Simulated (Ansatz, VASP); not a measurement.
One calculation of Bi, two programs

Contents of INCAR:

```
  PREC = Accurate
  ENCUT = 520
  EDIFF = 1E-6
  ISMEAR = -1
  SIGMA = 0.15
  LREAL = F
  LASPH = T
  NELM = 150
  ALGO = Normal
  ISIF = 2
  LWAVE = F
  LCHARG = F
  MAGMOM = 0 0 0
  LORBIT = 11
  LSORBIT = T
  GGA_COMPAT = F
  LORBMOM = T
  GGA = PE
  NBANDS = 26
```

The input KPOINTS:

```
Automatic mesh
0
Gamma
  4 4 4
```

POSCAR

```
Bi
1.0
    0.0000000000      2.5146000000      2.5146000000
    2.5146000000      0.0000000000      2.5146000000
    2.5146000000      2.5146000000      0.0000000000
Bi
1
Direct
    0.0000000000      0.0000000000      0.0000000000
```

Input for Ansatz:

```yaml
crystal:
  lattice:
    - [0, 2.5146, 2.5146]
    - [2.5146, 0, 2.5146]
    - [2.5146, 2.5146, 0]
  atoms:
    - { symbol: Bi, position: [0, 0, 0] }
kpoints:
  mp_grid: { grid: [4, 4, 4] }
hamiltonian:
  xc: pbe
  pseudopotentials:
    kind: paw_fr
    azcp:
      Bi: "pseudopotentials/pbe/paw/ansatz_paw_generated_hard_1/Bi.paw.azcp"
scf:
  occupations: { method: fermi_dirac, width: 0.15 }
  convergence: { dr2_threshold: "1e-9 eV" }
  max_iter: 300
output:
  forces: true
  stress: true
  eigenvalues: true
magnetization:
  noncollinear: true
  spin_orbit: true
```

Alike in both runs: task single point; functional PBE; k mesh 4 × 4 × 4; occupations fermi-dirac, width 0.15 eV; non-collinear spin, spin-orbit coupling.

|  | VASP | Ansatz |
| --- | --- | --- |
| version | VASP 6.6.1 | Ansatz 0.2.0 development build |
| potentials or method | VASP PAW PBE potentials, release 64 (Bi_d) | plane waves, PAW datasets (generated hard set |
| plane-wave cutoff (eV) | 520 | 700 |
| valence electrons in the cell | 15 | 23 |

```csv
,VASP,Ansatz,Ansatz less VASP
net moment per atom (μB),0.00,0.00,0.000
```

VASP's potentials hold 15 valence electrons a cell and Ansatz's 23, so a difference there can come from the potentials and not from the codes. Ansatz's warnings: stress scf threshold loose.

The k mesh is coarse, so the values compare programs but aren't converged.
